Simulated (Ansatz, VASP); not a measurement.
## One calculation of AgI, two programs

```
CELL_PARAMETERS angstrom
4.59000 0.00000 0.00000
-2.29500 3.97506 0.00000
0.00000 0.00000 7.52000
ATOMIC_POSITIONS crystal
Ag 0.66667 0.33333 0.63000
Ag 0.33333 0.66667 0.13000
I 0.66667 0.33333 0.00000
I 0.33333 0.66667 0.50000
```

Alike in both runs: task relaxation of cell and atoms; functional PBE; k mesh 9 × 9 × 4; occupations gaussian, width 0.02 eV; no spin polarisation.

|  | VASP | Ansatz |
| --- | --- | --- |
| version | VASP 6.6.1 | Ansatz 0.2.0 |
| potentials or method | VASP PAW PBE potentials, release 64 (Ag, I), cutoff 500 eV | scalar-relativistic, plane waves, PAW |
| valence electrons in the cell | 36 | 72 |

```csv
,VASP,Ansatz,Ansatz less VASP
"gap on the k mesh at the Fermi level, each at its own relaxed structure (eV)",1.37,1.37,-0.002
relaxed volume (Å³/atom),36.38,36.43,+0.055
relaxed cell length with the largest relative difference (Å),4.683,4.686,+0.0024
```

VASP's potentials hold 36 valence electrons a cell and Ansatz's 72, so a difference there can come from the potentials and not from the codes.

Spin-orbit coupling is off throughout.
